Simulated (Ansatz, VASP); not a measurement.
**SrTiO3 in VASP and in Ansatz**

```
Sr Ti O
1.0
     3.81458    0.00000    0.00000
     0.00000    3.81458    0.00000
     0.00000    0.00000    3.81458
Sr Ti O
1 1 3
Direct
  0.50000 0.50000 0.50000
  0.00000 0.00000 0.00000
  0.50000 0.00000 0.00000
  0.00000 0.50000 0.00000
  0.00000 0.00000 0.50000
```

Alike in both runs: task single point; functional PBE; k mesh 8 × 8 × 8; occupations gaussian, width 0.02 eV; no spin polarisation.

|  | VASP | Ansatz |
| --- | --- | --- |
| version | VASP 6.6.1 | Ansatz 0.2.0 |
| potentials or method | VASP PAW PBE potentials, release 64 (Sr_sv, Ti_sv, O), cutoff 520 eV | scalar-relativistic, plane waves, PAW |
| valence electrons in the cell | 40 | 40 |

|  | VASP | Ansatz | Ansatz less VASP |
| --- | --- | --- | --- |
| gap on the k mesh at the Fermi level (eV) | 1.98 | 2.02 | +0.037 |
| least direct gap on the mesh (eV) | 2.29 | 2.31 | +0.022 |
| pressure (GPa) | 20.6 | 19.8 | -0.80 |

The functional is the same, so the differences come from potentials, cutoffs and numerics.
